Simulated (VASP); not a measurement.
Set up this calculation in VASP 6.6.1, as the native input.

```
Task                   : single point
Functional             : r2SCAN
Potentials or basis    : VASP PAW PBE potentials, release 64 (Si)
Cutoff                 : 520 eV
k mesh                 : 10 × 10 × 10
Occupations            : gaussian, width 0.05 eV
Spin                   : no spin polarisation
Dipole correction      : no
Further INCAR settings : ALGO = Normal; EDIFF = 1e-06; NBANDS = 11
```

Crystal: Si.

```
CELL_PARAMETERS angstrom
1.06438 3.34518 3.34518
3.34518 1.06438 3.34518
3.34518 3.34518 1.06438
ATOMIC_POSITIONS crystal
Si 0.50000 0.50000 0.50000
Si 0.75000 0.75000 0.75000
```

This cell differs from its parent crystal: ratio of the length along [111] to the lengths across it x 1.7, volume and fractional coordinates fixed.

The input as run:

POSCAR

```
Si
1.0
    1.0643768044      3.3451842424      3.3451842424
    3.3451842424      1.0643768044      3.3451842424
    3.3451842424      3.3451842424      1.0643768044
Si
2
Direct
    0.5000000000      0.5000000000      0.5000000000
    0.7500000000      0.7500000000      0.7500000000
```

INCAR.step1

```
ALGO = Normal
EDIFF = 1E-4
ENCUT = 520
GGA = PE
ISMEAR = 0
LASPH = True
LCHARG = False
LREAL = False
LWAVE = True
NBANDS = 11
NELM = 60
PREC = Accurate
SIGMA = 0.05
```

INCAR.step2

```
ALGO = Normal
EDIFF = 1E-6
ENCUT = 520
ISIF = 2
ISMEAR = 0
ISTART = 1
LASPH = True
LCHARG = True
LELF = True
LMIXTAU = True
LREAL = False
LVHAR = True
LWAVE = False
METAGGA = R2SCAN
NBANDS = 11
NELM = 60
PREC = Accurate
SIGMA = 0.05
```

KPOINTS

```
k-points
0
Gamma
  10 10 10
```

Potentials or basis: VASP PAW PBE potentials, release 64 (Si).

The run is started by

```bash
$ cat potpaw_PBE.64/Si/POTCAR > POTCAR
$ cp INCAR.step1 INCAR
$ mpirun -np 1 vasp_std > vasp.out
$ cp INCAR.step2 INCAR
$ mpirun -np 1 vasp_std > vasp.out
```

It gave:

```yaml
Pressure: 16.9 GPa
Largest_force: 2.877 eV/Å
Band_gap_on_the_k_mesh: zero (band 4 reaches 7.42 eV, above the bottom of band 5 at 4.64 eV)
```

Caveat: the PAW data sets were made with another functional, which shifts forces and pressure a little.

Run time: 2.2 min on 1 thread of Intel(R) Xeon(R) Platinum 8488C (Sapphire Rapids), with other jobs on the host, peak memory 0.22 GiB.
